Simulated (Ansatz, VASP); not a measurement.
# Two plane-wave programs on Ca

```
Ca
1.0
    -1.97070    2.10173    2.44535
     1.97070   -2.10173    2.44535
     1.97070    2.10173   -2.44535
Ca
1
Cartesian
  0.0000 0.0000 2.4454
```

Change from the starting cell: strain -0.0600 x Voigt [1, 0, 0, 0, 0, 0], atoms carried along.

Alike in both runs: task single point; functional LDA; k mesh 16 × 16 × 16; occupations gaussian, width 0.15 eV; no spin polarisation.

|  | VASP | Ansatz |
| --- | --- | --- |
| version | VASP 6.6.1 | Ansatz 0.2.0 |
| potentials or method | VASP PAW LDA potentials, release 64 (Ca_sv), cutoff 520 eV | scalar-relativistic, plane waves, PAW |
| valence electrons in the cell | 10 | 10 |

|  | VASP | Ansatz | Ansatz less VASP |
| --- | --- | --- | --- |
| gap on the k mesh at the Fermi level (eV) | none | none | - |
| pressure (GPa) | -1.1 | -1.1 | +0.01 |
| traceless stress, the component that is largest in VASP (GPa) | -0.51 | -0.51 | +0.001 |

LDA's correlation is that of Perdew and Zunger in VASP and of Perdew and Wang (1992) in Ansatz. A gap of «none» marks a metal or a gap that the smearing closes.
